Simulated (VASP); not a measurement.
# InP (pbe) (F-43m) in VASP: further runs

Runs on InP (pbe). Level: PBE. Tasks: single point, relaxation of cell and atoms.

Program: VASP 6.6.1. These are calculated values, not measurements. Logs are shortened: lines on timing, memory, paths and dates and some standing lists are left out, and cuts for length are marked.

**1. The cell of the first run**

Symmetry: F-43m, No. 216, cubic system. Conventional cell: a = 5.959 Å, b = 5.959 Å, c = 5.959 Å, α = 90.00°, β = 90.00°, γ = 90.00°. In (site symmetry -43m) has 4 P at 2.58 Å within 3.4 Å. Within 3.4 Å of P (site symmetry -43m) lie 4 In at 2.58 Å.

**2. Single point, PBE**

Input file INCAR:

```
ALGO = Normal
EDIFF = 1E-6
ENCUT = 500
GGA = PE
GGA_COMPAT = False
ISIF = 2
ISMEAR = 0
LASPH = True
LCHARG = False
LREAL = False
LWAVE = False
NBANDS = 16
NELM = 120
PREC = Accurate
SIGMA = 0.01
```

Input file KPOINTS:

```
k-points
0
Gamma
  10 10 10
```

Input file POSCAR:

```
InP
1.0
    0.0000000000      2.9796918983      2.9796918983
    2.9796918983      0.0000000000      2.9796918983
    2.9796918983      2.9796918983      0.0000000000
In P
1 1
Direct
    0.0000000000      0.0000000000      0.0000000000
    0.2500000000      0.2500000000      0.2500000000
```

Potentials or basis: VASP PAW PBE potentials, release 64 (In_d, P).

On the command line:

```sh
$ cat potpaw_PBE.64/In_d/POTCAR potpaw_PBE.64/P/POTCAR > POTCAR
$ mpirun -np 1 vasp_std > vasp.out
```

OUTCAR:

```text
EDIFF = 1E-6
   ENCUT = 500
   GGA = PE
   ISIF = 2
   ISMEAR = 0
   LASPH = True
   LREAL = False
   NELM = 120
   PREC = Accurate

 ion  position               nearest neighbor table
   1  0.000  0.000  0.000-   2 2.58   2 2.58   2 2.58   2 2.58
   2  0.250  0.250  0.250-   1 2.58   1 2.58   1 2.58   1 2.58

  LATTYP: Found a face centered cubic cell.
 ALAT       =     5.9593837966

  Lattice vectors:

 A1 = (   0.0000000000,   2.9796918983,   2.9796918983)
 A2 = (   2.9796918983,   0.0000000000,   2.9796918983)
 A3 = (   2.9796918983,   2.9796918983,   0.0000000000)

Analysis of symmetry for initial positions (statically):
=====================================================================
 Subroutine PRICEL returns:
 Original cell was already a primitive cell.

 Routine SETGRP: Setting up the symmetry group for a
 face centered cubic supercell.

 Subroutine GETGRP returns: Found 24 space group operations
 (whereof 24 operations were pure point group operations)
 out of a pool of 48 trial point group operations.

The static configuration has the point symmetry T_d .

Analysis of symmetry for dynamics (positions and initial velocities):
=====================================================================
 Subroutine PRICEL returns:
 Original cell was already a primitive cell.

 Routine SETGRP: Setting up the symmetry group for a
 face centered cubic supercell.

 Subroutine GETGRP returns: Found 24 space group operations
 (whereof 24 operations were pure point group operations)
 out of a pool of 48 trial point group operations.

The dynamic configuration has the point symmetry T_d .

 Subroutine INISYM returns: Found 24 space group operations
 (whereof 24 operations are pure point group operations),
 and found     1 'primitive' translations

----------------------------------------------------------------------------------------

                                     Primitive cell

  volume of cell :      52.9108

  direct lattice vectors                    reciprocal lattice vectors
     0.000000000  2.979691898  2.979691898    -0.167802584  0.167802584  0.167802584
     2.979691898  0.000000000  2.979691898     0.167802584 -0.167802584  0.167802584
     2.979691898  2.979691898  0.000000000     0.167802584  0.167802584 -0.167802584

  length of vectors
     4.213920694  4.213920694  4.213920694     0.290642601  0.290642601  0.290642601

  position of ions in fractional coordinates (direct lattice)
     0.000000000  0.000000000  0.000000000
     0.250000000  0.250000000  0.250000000

  ion indices of the primitive-cell ions
   primitive index   ion index
                 1           1
                 2           2

----------------------------------------------------------------------------------------

 KPOINTS: k-points

Automatic generation of k-mesh.
 Grid dimensions read from file:
 generate k-points for:   10   10   10

 Generating k-lattice:

  Cartesian coordinates                     Fractional coordinates (reciprocal lattice)
    -0.016780258  0.016780258  0.016780258     0.100000000  0.000000000  0.000000000
     0.016780258 -0.016780258  0.016780258     0.000000000  0.100000000  0.000000000
     0.016780258  0.016780258 -0.016780258     0.000000000  0.000000000  0.100000000

  Length of vectors
     0.029064260  0.029064260  0.029064260

  Shift w.r.t. Gamma in fractional coordinates (k-lattice)
     0.000000000  0.000000000  0.000000000

 Subroutine IBZKPT returns following result:
 ===========================================

 Found     47 irreducible k-points:

 Following reciprocal coordinates:
            Coordinates               Weight
  0.000000  0.000000  0.000000      1.000000
  0.100000  0.000000  0.000000      8.000000
  0.200000  0.000000  0.000000      8.000000
  0.300000  0.000000  0.000000      8.000000
  0.400000  0.000000  0.000000      8.000000
  0.500000  0.000000  0.000000      4.000000
[... 16 lines left out ...]
  0.300000  0.300000  0.000000      6.000000
  0.400000  0.300000  0.000000     24.000000
 [... further k-points ...]
   k-points           NKPTS =     47   k-points in BZ     NKDIM =     47   number of bands    NBANDS=     16
   number of dos      NEDOS =    301   number of ions     NIONS =      2
   total plane-waves  NPLWV =  32768
   dimension x,y,z NGX =    32 NGY =   32 NGZ =   32
   dimension x,y,z NGXF=    64 NGYF=   64 NGZF=   64
   ions per type =               1   1
   NGX,Y,Z   is equivalent  to a cutoff of  12.62, 12.62, 12.62 a.u.
   NGXF,Y,Z  is equivalent  to a cutoff of  25.25, 25.25, 25.25 a.u.
 SYSTEM =  unknown system
   PREC   = accura    normal or accurate (medium, high low for compatibility)
   ISTART =      0    job   : 0-new  1-cont  2-samecut
   ICHARG =      2    charge: 1-file 2-atom 10-const
   ISPIN  =      1    spin polarized calculation?
   LNONCOLLINEAR =      F non collinear calculations
   LSORBIT =      F    spin-orbit coupling
   LASPH  =      T    aspherical Exc in radial PAW
   ENCUT  =  500.0 eV  36.75 Ry    6.06 a.u.   7.68  7.68  7.68*2*pi/ulx,y,z
   NELM   =    120;   NELMIN=  2; NELMDL= -5     # of ELM steps
   EDIFF  = 0.1E-05   stopping-criterion for ELM
   LREAL  =      F    real-space projection
[... 7 lines left out ...]
   TEBEG  =    0.0;   TEEND  =   0.0 temperature during run
   PSTRESS=    0.0 pullay stress
   NELECT =      18.0000    total number of electrons
   NUPDOWN=      -1.0000    fix difference up-down
   EMIN   =  10.00;   EMAX   =-10.00  energy-range for DOS
   EFERMI =   0.00;   METHOD = LEGACY
   ISMEAR =     0;   SIGMA  =   0.01  broadening in eV -4-tet -1-fermi 0-gaus
   EFERMI_NEDOS =   21; number of points for ismear=-14 and -15
   IALGO  =     38    algorithm
   IMIX   =      4    mixing-type and parameters
     AMIX     =   0.40;   BMIX     =  1.00
     AMIX_MAG =   1.60;   BMIX_MAG =  1.00
  volume/ion in A,a.u.               =      26.46       178.53
  Fermi-wavevector in a.u.,A,eV,Ry     =   1.142837  2.159649 17.770250  1.306076
  Thomas-Fermi vector in A             =   2.279534
   LORBIT       =      0    0 simple, 1 ext, 2 COOP (PROOUT), +10 PAW based schemes
   GGA     = PE    functional components
   LHFCALC =     F    Hartree Fock is set to
   AEXX    =    0.0000 exact exchange contribution
   IVDW    =     0    specifies the selected vdW correction
   LEPSILON=     F    determine dielectric tensor
   LRPA    =     F    only Hartree local field effects (RPA)
 non-spin polarized calculation
 Gauss-broadening in eV      SIGMA  =   0.01
  energy-cutoff  :      500.00
  volume of cell :       52.91
 maximum number of plane-waves:      1363
   NGX = 15   NGY = 15   NGZ = 15

 number of electron      18.0000005 magnetization

 Free energy of the ion-electron system (eV)
  ---------------------------------------------------
  ext. energy  EPLUGINS =         0.00000000
  ---------------------------------------------------
  free energy    TOTEN  =        -8.40804963 eV

  energy without entropy =       -8.40804963  energy(sigma->0) =       -8.40804963

 E-fermi :   4.7125     XC(G=0):  -9.0639

 val. band max:        4.6565101581   @ k =   0.0000   0.0000   0.0000
 cond. band min:       5.0961349569   @ k =   0.0000   0.0000   0.0000
 fundamental gap:      0.4396247988
 Fermi energy:         4.7125336228

 k-point     1 :       0.0000    0.0000    0.0000
  band No.  band energies     occupation
      1      -9.4379      2.00000
      2      -9.4379      2.00000
      3      -9.4379      2.00000
      4      -9.3093      2.00000
      5      -9.3093      2.00000
      6      -6.5304      2.00000
[... 8 lines left out ...]
     15      14.0259      0.00000
     16      14.0259      0.00000

 k-point     2 :       0.1000    0.0000    0.0000
  band No.  band energies     occupation
      1      -9.4478      2.00000
      2      -9.4338      2.00000
      3      -9.4338      2.00000
      4      -9.3093      2.00000
      5      -9.3093      2.00000
      6      -6.4245      2.00000
[... 8 lines left out ...]
     15      13.5626      0.00000
     16      13.5626      0.00000

 k-point     3 :       0.2000    0.0000    0.0000
  band No.  band energies     occupation
      1      -9.4730      2.00000
      2      -9.4238      2.00000
      3      -9.4238      2.00000
      4      -9.3083      2.00000
      5      -9.3083      2.00000
      6      -6.1206      2.00000
[... 8 lines left out ...]
     15      13.1604      0.00000
     16      13.9060      0.00000

 k-point     4 :       0.3000    0.0000    0.0000
  band No.  band energies     occupation
      1      -9.5030      2.00000
      2      -9.4134      2.00000
      3      -9.4134      2.00000
      4      -9.3050      2.00000
      5      -9.3050      2.00000
      6      -5.6683      2.00000
[... 8 lines left out ...]
     15      13.4294      0.00000
     16      13.5050      0.00000

 k-point     5 :       0.4000    0.0000    0.0000
  band No.  band energies     occupation
      1      -9.5263      2.00000
      2      -9.4070      2.00000
      3      -9.4070      2.00000
      4      -9.3002      2.00000
      5      -9.3002      2.00000
      6      -5.1938      2.00000
[... 8 lines left out ...]
     15      14.3516      0.00000
     16      14.3516      0.00000

 k-point     6 :       0.5000    0.0000    0.0000
  band No.  band energies     occupation
      1      -9.5351      2.00000
      2      -9.4051      2.00000
      3      -9.4051      2.00000
      4      -9.2979      2.00000
      5      -9.2979      2.00000
      6      -4.9659      2.00000
[... 8 lines left out ...]
     15      15.1773      0.00000
     16      15.1773      0.00000
[... 267 lines left out ...]
 k-point    21 :      -0.3000    0.2000    0.0000
  band No.  band energies     occupation
      1      -9.5316      2.00000
      2      -9.3998      2.00000
      3      -9.3943      2.00000
      4      -9.3087      2.00000
      5      -9.3040      2.00000
      6      -5.0624      2.00000
[... 8 lines left out ...]
     15      14.7224      0.00000
     16      15.9558      0.00000

 k-point    22 :      -0.2000    0.2000    0.0000
  band No.  band energies     occupation
      1      -9.5121      2.00000
      2      -9.4067      2.00000
      3      -9.4051      2.00000
      4      -9.3130      2.00000
      5      -9.3021      2.00000
      6      -5.5142      2.00000
[... 8 lines left out ...]
     15      14.7289      0.00000
     16      15.7373      0.00000

 k-point    23 :       0.3000    0.3000    0.0000
  band No.  band energies     occupation
      1      -9.5457      2.00000
      2      -9.3813      2.00000
      3      -9.3813      2.00000
      4      -9.3348      2.00000
      5      -9.2900      2.00000
      6      -5.3771      2.00000
[... 8 lines left out ...]
     15      14.7837      0.00000
     16      17.2438      0.00000

 k-point    24 :       0.4000    0.3000    0.0000
  band No.  band energies     occupation
      1      -9.5623      2.00000
      2      -9.3736      2.00000
      3      -9.3709      2.00000
      4      -9.3376      2.00000
      5      -9.2870      2.00000
      6      -4.9969      2.00000
[... 8 lines left out ...]
     15      15.1867      0.00000
     16      17.0935      0.00000

 [... further k-points ...]

------------------------ aborting loop because EDIFF is reached ----------------------------------------

  FORCE on cell =-STRESS in cart. coord.  units (eV):
  Direction    XX          YY          ZZ          XY          YZ          ZX
  --------------------------------------------------------------------------------------
  -------------------------------------------------------------------------------------
  Total       -0.0149672     -0.0149672     -0.0149672      0.0000000     -0.0000000     -0.0000000
  in kB       -0.4532181     -0.4532181     -0.4532181      0.0000000     -0.0000000     -0.0000000
  external PRESSURE =      -0.4532181 kB  Pullay stress =       0.0000000 kB

 VOLUME and BASIS-vectors are now :
 -----------------------------------------------------------------------------
  energy-cutoff  :      500.00
  volume of cell :       52.91
      direct lattice vectors                 reciprocal lattice vectors
     0.000000000  2.979691898  2.979691898    -0.167802584  0.167802584  0.167802584
     2.979691898  0.000000000  2.979691898     0.167802584 -0.167802584  0.167802584
     2.979691898  2.979691898  0.000000000     0.167802584  0.167802584 -0.167802584

 POSITION                                       TOTAL-FORCE (eV/Angst)
 -----------------------------------------------------------------------------------
      0.00000      0.00000      0.00000         0.000000     -0.000000      0.000000
      1.48985      1.48985      1.48985        -0.000000      0.000000     -0.000000
 -----------------------------------------------------------------------------------
    total drift:                               -0.000000     -0.000000     -0.000000

  FREE ENERGIE OF THE ION-ELECTRON SYSTEM (eV)
  ---------------------------------------------------
  free  energy   TOTEN  =        -8.4080496307 eV

  energy  without entropy=       -8.4080496307  energy(sigma->0) =       -8.40804963
```

It took 24 s on 1 thread of Intel Xeon Platinum 8488C (Sapphire Rapids), shared host; peak memory 0.19 GiB.

Results:

- Free energy: -8.4080 eV
- Pressure: 0.0 GPa
- Band gap on the k mesh: 0.44 eV, direct

Levels at points of the mesh, in eV from the valence-band top:
```tsv
k point	band 6	band 7	band 8	band 9	band 10	band 11	band 12	band 13
(0.00, 0.00, 0.00)	-11.19	0.00	0.00	0.00	0.44	4.09	4.09	4.09
(0.50, 0.00, 0.00)	-9.62	-5.47	-0.90	-0.90	1.38	4.80	4.80	6.99
(0.50, 0.50, 0.00)	-9.02	-5.54	-2.16	-2.16	1.85	2.26	8.91	9.26
```

Caveat: spin-orbit coupling is left out, which moves the levels of the heavy elements. Expect the measured gap to be larger: semilocal functionals such as PBE lack the derivative discontinuity.

**3. Single point, PBE**

Input file INCAR:

```
SYSTEM = InP
PREC = Accurate ; ENCUT = 500
EDIFF = 1E-6 ; ISMEAR = 0
SIGMA = 0.01 ; LREAL = .False.
LASPH = .True. ; NELM = 120
ALGO = Normal ; ISIF = 2
LWAVE = .False. ; LCHARG = .False.
GGA = PE ; NBANDS = 16
GGA_COMPAT = .False.
```

Input file KPOINTS:

```
Automatic mesh
0
Gamma
  10 10 10
  0 0 0
```

POSCAR is that of step 2.

Potentials or basis: VASP PAW PBE potentials, release 64 (In_d, P).

On the command line:

```sh
$ cat potpaw_PBE.64/In_d/POTCAR potpaw_PBE.64/P/POTCAR > POTCAR
$ mpirun -np 1 vasp_std > vasp.out
```

Run time: 23 s. Hardware: 1 thread of Intel Xeon Platinum 8488C (Sapphire Rapids), shared host; peak memory 0.19 GiB.

Results (log left out):

* Free energy: -8.4080 eV
* Pressure: 0.0 GPa
* Band gap on the k mesh: 0.44 eV, direct

Levels at points of the mesh, in eV from the valence-band top:
```csv
k point,band 5,band 6,band 7,band 8,band 9,band 10,band 11,band 12,band 13,band 14
"(0.00, 0.00, 0.00)",-13.97,-11.19,0.00,0.00,0.00,0.44,4.09,4.09,4.09,8.35
"(0.50, 0.00, 0.00)",-13.95,-9.62,-5.47,-0.90,-0.90,1.38,4.80,4.80,6.99,9.26
"(0.50, 0.50, 0.00)",-13.94,-9.02,-5.54,-2.16,-2.16,1.85,2.26,8.91,9.26,9.26
```

Caveat: spin-orbit coupling is left out, which moves the levels of the heavy elements.

**4. Relaxation of cell and atoms, PBE**

Input file INCAR:

```
PREC = Accurate
ENCUT = 500
EDIFF = 1E-7
ISMEAR = 0
SIGMA = 0.02
LREAL = F
LASPH = T
NELM = 120
ALGO = Normal
ISIF = 3
LWAVE = F
LCHARG = F
GGA = PE
IBRION = 2
NSW = 100
EDIFFG = -0.002
GGA_COMPAT = F
NELMIN = 4
```

Input file KPOINTS:

```
Automatic mesh
0
Gamma
  10 10 10
```

POSCAR is that of step 3.

On the command line:

```sh
$ cat potpaw_PBE.64/In_d/POTCAR potpaw_PBE.64/P/POTCAR > POTCAR
$ mpirun -np 1 vasp_std > vasp.out
```

Wall time 36 s (1 thread of Intel Xeon Platinum 8488C (Sapphire Rapids), shared host); peak memory 0.2 GiB.

Results (log left out):

* Free energy: -8.4081 eV
* Relaxed volume: 26.44 Å³/atom
* Relaxed cell: a = 4.213 Å, b = 4.213 Å, c = 4.213 Å, α = 60.00°, β = 60.00°, γ = 60.00°
* Space group after relaxing (to 0.05 Å): F-43m (No. 216)
* Energy gained by relaxing: 0.0 meV/atom
* Ionic steps: 3
* Pressure after relaxing: 0.0 GPa
* Band gap on the k mesh: 0.44 eV, direct

Final structure:
```xyz
2
Lattice="0.0000 2.9790 2.9790 2.9790 0.0000 2.9790 2.9790 2.9790 0.0000" Properties=species:S:1:pos:R:3 pbc="T T T"
In    0.0000    0.0000    0.0000
P     1.4895    1.4895    1.4895
```

Levels at points of the mesh, in eV from the valence-band top:
```csv
k point,band 6,band 7,band 8,band 9,band 10,band 11,band 12,band 13
"(0.00, 0.00, 0.00)",-11.19,0.00,0.00,0.00,0.44,4.09,4.09,4.09
"(0.50, 0.00, 0.00)",-9.62,-5.48,-0.90,-0.90,1.38,4.80,4.80,6.99
"(0.50, 0.50, 0.00)",-9.03,-5.54,-2.16,-2.16,1.85,2.26,8.91,9.27
```

Caveat: spin-orbit coupling is left out, which moves the levels of the heavy elements. As with any semilocal functional, this PBE gap is likely too small.
